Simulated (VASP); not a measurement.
# Si35Mo18 (a cell with a defect) in VASP: relaxation of the atoms with PBE

Aim: the relaxation of the atoms of Si35Mo18 (a cell with a defect) with PBE.

Program: VASP 6.6.1. These are calculated values, not measurements. Logs are shortened: lines on timing, memory, paths and dates and some standing lists are left out, and cuts for length are marked.

**1. The cell of the first run**

The cell holds a defect, 53 atoms: a = 9.600 Å, b = 9.600 Å, c = 7.861 Å, α = 90.00°, β = 90.00°, γ = 90.00°.

**2. Relaxation of the atoms, PBE**

The input, INCAR:

```
SYSTEM = Si35Mo18
PREC = Accurate
ENCUT = 520
EDIFF = 1E-7
ISMEAR = 1
SIGMA = 0.1
LREAL = .False.
LASPH = .True.
NELM = 100
ALGO = Normal
ISIF = 2
LWAVE = .False.
LCHARG = .False.
GGA = PE
IBRION = 2
NSW = 40
EDIFFG = -0.005
```

The input, KPOINTS:

```
regular mesh
0
Gamma
  3 3 3
  0 0 0
```

The input, POSCAR:

```
Si35Mo18
1.0
    9.6000000000      0.0000000000      0.0000000000
    0.0000000000      9.6000000000      0.0000000000
    0.0000000000      0.0000000000      7.8610000000
Si Mo
35 18
Direct
    0.6666666667      0.0000000000      0.3330000000
    0.0000000000      0.3333333333      0.3330000000
    0.1666666667      0.1666666667      0.8330000000
    0.3333333333      0.3333333333      0.3330000000
    0.5000000000      0.1666666667      0.8330000000
    0.6666666667      0.3333333333      0.3330000000
    0.8333333333      0.1666666667      0.8330000000
    1.0000000000      0.6666666667      0.3330000000
    0.1666666667      0.5000000000      0.8330000000
    0.3333333333      0.6666666667      0.3330000000
    0.5000000000      0.5000000000      0.8330000000
    0.6666666667      0.6666666667      0.3330000000
    0.8333333333      0.5000000000      0.8330000000
    0.1666666667      0.8333333333      0.8330000000
    0.5000000000      0.8333333333      0.8330000000
    0.8333333333      0.8333333333      0.8330000000
    0.0000000000      1.0000000000      0.6670000000
    0.3333333333      0.0000000000      0.6670000000
    0.6666666667      0.0000000000      0.6670000000
    0.0000000000      0.3333333333      0.6670000000
    0.1666666667      0.1666666667      0.1670000000
    0.3333333333      0.3333333333      0.6670000000
    0.5000000000      0.1666666667      0.1670000000
    0.6666666667      0.3333333333      0.6670000000
    0.8333333333      0.1666666667      0.1670000000
    0.0000000000      0.6666666667      0.6670000000
    0.1666666667      0.5000000000      0.1670000000
    0.3333333333      0.6666666667      0.6670000000
    0.5000000000      0.5000000000      0.1670000000
    0.6666666667      0.6666666667      0.6670000000
    0.8333333333      0.5000000000      0.1670000000
    0.1666666667      0.8333333333      0.1670000000
    0.5000000000      0.8333333333      0.1670000000
    0.8333333333      0.8333333333      0.1670000000
    0.1666666666      0.0000000000      0.3330000000
    0.0000000000      0.0000000000      0.0000000000
    0.3333333333      0.0000000000      0.0000000000
    0.6666666667      0.0000000000      0.0000000000
    0.0000000000      0.3333333333      0.0000000000
    0.1666666667      0.1666666667      0.5000000000
    0.3333333333      0.3333333333      0.0000000000
    0.5000000000      0.1666666667      0.5000000000
    0.6666666667      0.3333333333      0.0000000000
    0.8333333333      0.1666666667      0.5000000000
    0.0000000000      0.6666666667      0.0000000000
    0.1666666667      0.5000000000      0.5000000000
    0.3333333333      0.6666666667      0.0000000000
    0.5000000000      0.5000000000      0.5000000000
    0.6666666667      0.6666666667      0.0000000000
    0.8333333333      0.5000000000      0.5000000000
    0.1666666667      0.8333333333      0.5000000000
    0.5000000000      0.8333333333      0.5000000000
    0.8333333333      0.8333333333      0.5000000000
```

Potentials or basis: VASP PAW PBE potentials, release 64 (Si, Mo_sv).

Run with:

```bash
cat potpaw_PBE.64/Si/POTCAR potpaw_PBE.64/Mo_sv/POTCAR > POTCAR
mpirun -np 8 vasp_std > vasp.out
```

OUTCAR:

```text
SYSTEM = Si35Mo18
   PREC = Accurate
   ENCUT = 520
   EDIFF = 1E-7
   ISMEAR = 1
   LREAL = .False.
   LASPH = .True.
   NELM = 100
   ISIF = 2
   GGA = PE
   IBRION = 2
   NSW = 40
   EDIFFG = -0.005

 ion  position               nearest neighbor table
   1  0.667  0.000  0.333-  25 2.61  34 2.61  33 2.61  23 2.61  44 2.62  53 2.62  52 2.62  42 2.62
                            38 2.62  19 2.63
   2  0.000  0.333  0.333-  21 2.61  25 2.61  27 2.61  31 2.61  40 2.62  44 2.62  46 2.62  50 2.62
                            39 2.62  20 2.63
   3  0.167  0.167  0.833-  22 2.61  20 2.61  18 2.61  17 2.61  41 2.62  39 2.62  37 2.62  36 2.62
                            40 2.62  21 2.63
   4  0.333  0.333  0.333-  21 2.61  23 2.61  27 2.61  29 2.61  40 2.62  42 2.62  46 2.62  48 2.62
                            41 2.62  22 2.63
   5  0.500  0.167  0.833-  22 2.61  24 2.61  18 2.61  19 2.61  41 2.62  43 2.62  37 2.62  38 2.62
                            42 2.62  23 2.63
   6  0.667  0.333  0.333-  25 2.61  23 2.61  31 2.61  29 2.61  44 2.62  42 2.62  50 2.62  48 2.62
                            43 2.62  24 2.63
   7  0.833  0.167  0.833-  24 2.61  20 2.61  19 2.61  17 2.61  43 2.62  39 2.62  38 2.62  36 2.62
                            44 2.62  25 2.63
   8  0.000  0.667  0.333-  32 2.61  34 2.61  27 2.61  31 2.61  51 2.62  53 2.62  46 2.62  50 2.62
                            45 2.62  26 2.63
   9  0.167  0.500  0.833-  22 2.61  28 2.61  26 2.61  20 2.61  41 2.62  47 2.62  45 2.62  39 2.62
[... 75 lines left out ...]
  47  0.333  0.667  0.000-  14 2.62  32 2.62  15 2.62  27 2.62   9 2.62  33 2.62  11 2.62  29 2.62
                            28 2.62  10 2.62  37 3.20  45 3.20  41 3.20  49 3.20
  48  0.500  0.500  0.500-   4 2.62   6 2.62  10 2.62  12 2.62  22 2.62  24 2.62  28 2.62  30 2.62
                            29 2.62  11 2.62  42 3.20  46 3.20  50 3.20  52 3.20
  49  0.667  0.667  0.000-  16 2.62  34 2.62  13 2.62  31 2.62  33 2.62  15 2.62  29 2.62  11 2.62
                            30 2.62  12 2.62  38 3.20  45 3.20  43 3.20  47 3.20
  50  0.833  0.500  0.500-   6 2.62  12 2.62  24 2.62  30 2.62  20 2.62   8 2.62  26 2.62   2 2.62
                            13 2.62  31 2.62  44 3.20  48 3.20  53 3.20  46 3.20
  51  0.167  0.833  0.500-  35 2.07  28 2.62  10 2.62  26 2.62   8 2.62  18 2.62  17 2.62  32 2.62
                            14 2.62  46 3.20  52 3.20  40 3.20  53 3.20
  52  0.500  0.833  0.500-  10 2.62  12 2.62  28 2.62  30 2.62  19 2.62   1 2.62  18 2.62  15 2.62
                            33 2.62  48 3.20  51 3.20  53 3.20  42 3.20
  53  0.833  0.833  0.500-  12 2.62  30 2.62   1 2.62  19 2.62  26 2.62   8 2.62  17 2.62  16 2.62
                            34 2.62  50 3.20  52 3.20  51 3.20  44 3.20

  LATTYP: Found a simple tetragonal cell.
 ALAT       =     9.6000000000
 C/A-ratio  =     0.8188541667

  Lattice vectors:

 A1 = (   9.6000000000,   0.0000000000,   0.0000000000)
 A2 = (   0.0000000000,   9.6000000000,   0.0000000000)
 A3 = (   0.0000000000,   0.0000000000,   7.8610000000)

Analysis of symmetry for initial positions (statically):
=====================================================================
 Subroutine PRICEL returns:
 Original cell was already a primitive cell.

 Routine SETGRP: Setting up the symmetry group for a
 simple tetragonal supercell.

 Subroutine GETGRP returns: Found  4 space group operations
 (whereof  2 operations were pure point group operations)
 out of a pool of 16 trial point group operations.

The static configuration has the point symmetry C_1h.
 The point group associated with its full space group is C_2v.

Analysis of symmetry for dynamics (positions and initial velocities):
=====================================================================
 Subroutine PRICEL returns:
 Original cell was already a primitive cell.

 Routine SETGRP: Setting up the symmetry group for a
 simple tetragonal supercell.

 Subroutine GETGRP returns: Found  4 space group operations
 (whereof  2 operations were pure point group operations)
 out of a pool of 16 trial point group operations.

The dynamic configuration has the point symmetry C_1h.
 The point group associated with its full space group is C_2v.

 Subroutine INISYM returns: Found  4 space group operations
 (whereof  2 operations are pure point group operations),
 and found     1 'primitive' translations

----------------------------------------------------------------------------------------

                                     Primitive cell

  volume of cell :     724.4698

  direct lattice vectors                    reciprocal lattice vectors
     9.600000000  0.000000000  0.000000000     0.104166667  0.000000000  0.000000000
[... 154 lines left out ...]
   number of dos      NEDOS =    301   number of ions     NIONS =     53
   total plane-waves  NPLWV = 311040
   dimension x,y,z NGX =    72 NGY =   72 NGZ =   60
   dimension x,y,z NGXF=   144 NGYF=  144 NGZF=  120
   ions per type =              35  18
   NGX,Y,Z   is equivalent  to a cutoff of  12.47, 12.47, 12.69 a.u.
   NGXF,Y,Z  is equivalent  to a cutoff of  24.94, 24.94, 25.38 a.u.
 SYSTEM =  Si35Mo18
   PREC   = accura    normal or accurate (medium, high low for compatibility)
   ISTART =      0    job   : 0-new  1-cont  2-samecut
   ICHARG =      2    charge: 1-file 2-atom 10-const
   ISPIN  =      1    spin polarized calculation?
   LNONCOLLINEAR =      F non collinear calculations
   LSORBIT =      F    spin-orbit coupling
   LASPH  =      T    aspherical Exc in radial PAW
   ENCUT  =  520.0 eV  38.22 Ry    6.18 a.u.  17.85 17.85 14.62*2*pi/ulx,y,z
   NELM   =    100;   NELMIN=  2; NELMDL= -5     # of ELM steps
   EDIFF  = 0.1E-06   stopping-criterion for ELM
   LREAL  =      F    real-space projection
   EDIFFG = -.5E-02   stopping-criterion for IOM
   NSW    =     40    number of steps for IOM
   IBRION =      2    ionic relax: 0-MD 1-quasi-New 2-CG
   NFREE  =      1    steps in history (QN), initial steepest desc. (CG)
   ISIF   =      2    stress and relaxation
   ISYM   =      2    0-nonsym 1-usesym 2-fastsym
   POTIM  = 0.5000    time-step for ionic-motion
   TEBEG  =    0.0;   TEEND  =   0.0 temperature during run
   PSTRESS=    0.0 pullay stress
   NELECT =     392.0000    total number of electrons
   NUPDOWN=      -1.0000    fix difference up-down
   EMIN   =  10.00;   EMAX   =-10.00  energy-range for DOS
   EFERMI =   0.00;   METHOD = LEGACY
   ISMEAR =     1;   SIGMA  =   0.10  broadening in eV -4-tet -1-fermi 0-gaus
   EFERMI_NEDOS =   21; number of points for ismear=-14 and -15
   IALGO  =     38    algorithm
   IMIX   =      4    mixing-type and parameters
     AMIX     =   0.40;   BMIX     =  1.00
     AMIX_MAG =   1.60;   BMIX_MAG =  1.00
  volume/ion in A,a.u.               =      13.67        92.24
  Fermi-wavevector in a.u.,A,eV,Ry     =   1.334023  2.520939 24.213177  1.779618
  Thomas-Fermi vector in A             =   2.462837
   LORBIT       =      0    0 simple, 1 ext, 2 COOP (PROOUT), +10 PAW based schemes
   GGA     = PE    functional components
   LHFCALC =     F    Hartree Fock is set to
   AEXX    =    0.0000 exact exchange contribution
   IVDW    =     0    specifies the selected vdW correction
   LEPSILON=     F    determine dielectric tensor
   LRPA    =     F    only Hartree local field effects (RPA)
 conjugate gradient relaxation of ions
 non-spin polarized calculation
 Methfessel and Paxton  Order N= 1 SIGMA  =   0.10
  energy-cutoff  :      520.00
  volume of cell :      724.47
 maximum number of plane-waves:     19537
 NGX is ok and might be reduce to    72
   NGX = 35   NGY = 35   NGZ = 29

--------------------------------------- Ionic step        1  -------------------------------------------

 number of electron     392.0000080 magnetization

 Free energy of the ion-electron system (eV)
  ---------------------------------------------------
  ext. energy  EPLUGINS =         0.00000000
  ---------------------------------------------------
  free energy    TOTEN  =      -404.87844657 eV

  energy without entropy =     -404.87359641  energy(sigma->0) =     -404.87682985

------------------------ aborting loop because EDIFF is reached ----------------------------------------

  FORCE on cell =-STRESS in cart. coord.  units (eV):
  Direction    XX          YY          ZZ          XY          YZ          ZX
  --------------------------------------------------------------------------------------
  -------------------------------------------------------------------------------------
  Total        3.2367277     30.1958010     31.0662357      0.0000000      0.0000000      0.0000000
  in kB        7.1580790     66.7785331     68.7035144      0.0000000      0.0000000      0.0000000
  external PRESSURE =      47.5467088 kB  Pullay stress =       0.0000000 kB
[... 242 lines left out ...]
  FREE ENERGIE OF THE ION-ELECTRON SYSTEM (eV)
  ---------------------------------------------------
  free  energy   TOTEN  =      -407.1855031220 eV

  energy  without entropy=     -407.1897491748  energy(sigma->0) =     -407.18691847

[... ionic steps 4 to 19 ...]

--------------------------------------- Ionic step       20  -------------------------------------------

 number of electron     391.9999999 magnetization

------------------------ aborting loop because EDIFF is reached ----------------------------------------
[... 169 lines left out ...]
--------------------------------------- Ionic step       22  -------------------------------------------

 number of electron     391.9999999 magnetization

 Free energy of the ion-electron system (eV)
  ---------------------------------------------------
  ext. energy  EPLUGINS =         0.00000000
  ---------------------------------------------------
  free energy    TOTEN  =      -408.10588006 eV

  energy without entropy =     -408.10158986  energy(sigma->0) =     -408.10444999

 E-fermi :  11.5411     XC(G=0): -12.3276

 val. band max:       11.5377197246   @ k =   0.0000   0.3333   0.3333
 cond. band min:      11.5420278004   @ k =   0.0000   0.0000   0.3333
 fundamental gap:      0.0043080758
 Fermi energy:        11.5410704812

 k-point     1 :       0.0000    0.0000    0.0000
  band No.  band energies     occupation
      1     -48.8770      2.00000
      2     -48.8663      2.00000
      3     -48.8493      2.00000
      4     -48.8396      2.00000
      5     -48.8370      2.00000
      6     -48.8300      2.00000
[... 1677 lines left out ...]
    207      13.3459     -0.00000
    208      13.5183     -0.00000
 [bands above 208 left out]

------------------------ aborting loop because EDIFF is reached ----------------------------------------

  FORCE on cell =-STRESS in cart. coord.  units (eV):
  Direction    XX          YY          ZZ          XY          YZ          ZX
  --------------------------------------------------------------------------------------
  -------------------------------------------------------------------------------------
  Total        9.1204754     18.4084315     25.0497061      0.0000000      0.0000000      0.0000000
  in kB       20.1700882     40.7105627     55.3978557      0.0000000      0.0000000      0.0000000
  external PRESSURE =      38.7595022 kB  Pullay stress =       0.0000000 kB
[... 68 lines left out ...]
  FREE ENERGIE OF THE ION-ELECTRON SYSTEM (eV)
  ---------------------------------------------------
  free  energy   TOTEN  =      -408.1058800564 eV

  energy  without entropy=     -408.1015898552  energy(sigma->0) =     -408.10444999

 reached required accuracy - stopping structural energy minimisation
```

It took 1.8 h on 8 MPI ranks of Intel Xeon Platinum 8559C (Emerald Rapids), shared host; peak memory 0.33 GiB.

Results:

```
Free energy               : -408.1059 eV
Energy gained by relaxing : 60.9 meV/atom
Ionic steps               : 22
Pressure after relaxing   : 3.9 GPa
Band gap on the k mesh    : zero (bands 196 and 197 overlap by 0.35 eV)
```

Forces on the atoms (eV/Å):
```
Si   0.000  0.000  0.001
Si  -0.001  0.000  0.000
Si   0.000  0.001  0.002
Si   0.001  0.000  0.000
Si   0.000 -0.001 -0.001
Si   0.000 -0.001 -0.001
Si   0.000 -0.001 -0.001
Si  -0.001  0.000  0.000
Si   0.000  0.000  0.001
Si   0.001  0.000  0.000
Si   0.002  0.000 -0.001
Si   0.000  0.001 -0.001
Si  -0.002  0.000 -0.001
Si   0.000 -0.001  0.002
Si   0.000  0.001 -0.001
Si   0.000  0.001 -0.001
Si   0.001  0.000  0.000
Si  -0.001  0.000  0.000
Si   0.000  0.000  0.001
Si  -0.001  0.000  0.000
Si   0.000  0.003  0.000
Si   0.001  0.000  0.000
Si   0.000  0.001  0.000
Si   0.000 -0.001  0.000
Si   0.000  0.001  0.000
Si  -0.001  0.000  0.000
Si   0.000  0.000  0.000
Si   0.001  0.000  0.000
Si   0.000  0.000  0.000
Si   0.000  0.001  0.000
Si   0.000  0.000  0.000
Si   0.000 -0.003  0.000
Si   0.000 -0.001  0.000
Si   0.000 -0.001  0.000
Si   0.000  0.000  0.000
Mo   0.002  0.000  0.000
Mo  -0.002  0.000  0.000
Mo   0.000  0.000 -0.001
Mo   0.001  0.000  0.000
Mo   0.000  0.001  0.000
Mo  -0.001  0.000  0.000
Mo  -0.002 -0.001  0.000
Mo   0.000  0.001 -0.001
Mo   0.002 -0.001  0.000
Mo   0.001  0.000  0.000
Mo   0.000  0.000  0.001
Mo  -0.001  0.000  0.000
Mo  -0.001  0.000  0.001
Mo   0.000 -0.001 -0.001
Mo   0.001  0.000  0.001
Mo   0.000 -0.001  0.000
Mo  -0.002  0.001  0.000
Mo   0.002  0.001  0.000
```

The path:
```csv
step,energy change (eV),largest force (eV/Å),pressure (GPa)
1,0.0000,7.5860,4.75
2,-1.2617,6.4213,5.38
3,-2.3071,2.7068,4.26
4,-2.7662,2.2247,4.17
5,-2.7712,2.0171,4.16
6,-3.0241,1.2152,4.04
7,-3.0852,0.5694,4.01
8,-3.1840,0.2555,3.94
9,-3.1865,0.3355,3.93
10,-3.2162,0.1341,3.90
11,-3.2185,0.1794,3.90
12,-3.2244,0.1283,3.89
13,-3.2245,0.0863,3.89
14,-3.2267,0.0337,3.89
15,-3.2267,0.0340,3.89
16,-3.2272,0.0195,3.88
17,-3.2273,0.0171,3.88
18,-3.2274,0.0105,3.88
19,-3.2274,0.0114,3.88
20,-3.2274,0.0084,3.88
21,-3.2274,0.0061,3.88
22,-3.2274,0.0026,3.88
```

Final structure:
```xyz
53
Lattice="9.6000 0.0000 0.0000 0.0000 9.6000 0.0000 0.0000 0.0000 7.8610" Properties=species:S:1:pos:R:3 pbc="T T T"
Si    6.4000    0.0000    2.6617
Si    9.5558    3.1753    2.6575
Si    1.6000    1.5788    6.5311
Si    3.2442    3.1753    2.6575
Si    4.7895    1.5791    6.5757
Si    6.4000    3.1837    2.6171
Si    8.0105    1.5791    6.5757
Si    9.5558    6.4247    2.6575
Si    1.6000    4.8000    6.5484
Si    3.2442    6.4247    2.6575
Si    4.8512    4.8000    6.5600
Si    6.4000    6.4163    2.6171
Si    7.9488    4.8000    6.5600
Si    1.6000    8.0212    6.5311
Si    4.7895    8.0209    6.5757
Si    8.0105    8.0209    6.5757
Si    9.5801    0.0000    5.1401
Si    3.2199    0.0000    5.1401
Si    6.4000    0.0000    5.2546
Si    9.5882    3.2030    5.2441
Si    1.6000    1.9038    1.2078
Si    3.2118    3.2030    5.2441
Si    4.7376    1.5073    1.3569
Si    6.4000    3.1630    5.2459
Si    8.0624    1.5073    1.3569
Si    9.5882    6.3970    5.2441
Si    1.6000    4.8000    1.3238
Si    3.2118    6.3970    5.2441
Si    4.8110    4.8000    1.3188
Si    6.4000    6.4370    5.2459
Si    7.9890    4.8000    1.3188
Si    1.6000    7.6962    1.2078
Si    4.7376    8.0927    1.3569
Si    8.0624    8.0927    1.3569
Si    1.6000    0.0000    2.2358
Mo    0.0347    0.0000    7.8417
Mo    3.1653    0.0000    7.8417
Mo    6.4000    0.0000    0.0202
Mo    9.5739    3.2362    7.8518
Mo    1.6000    1.6896    3.9852
Mo    3.2261    3.2362    7.8518
Mo    4.8313    1.6326    3.9683
Mo    6.4000    3.1885    0.0225
Mo    7.9687    1.6326    3.9683
Mo    9.5739    6.3638    7.8518
Mo    1.6000    4.8000    3.9378
Mo    3.2261    6.3638    7.8518
Mo    4.8131    4.8000    3.9405
Mo    6.4000    6.4115    0.0225
Mo    7.9869    4.8000    3.9405
Mo    1.6000    7.9104    3.9852
Mo    4.8313    7.9674    3.9683
Mo    7.9687    7.9674    3.9683
```
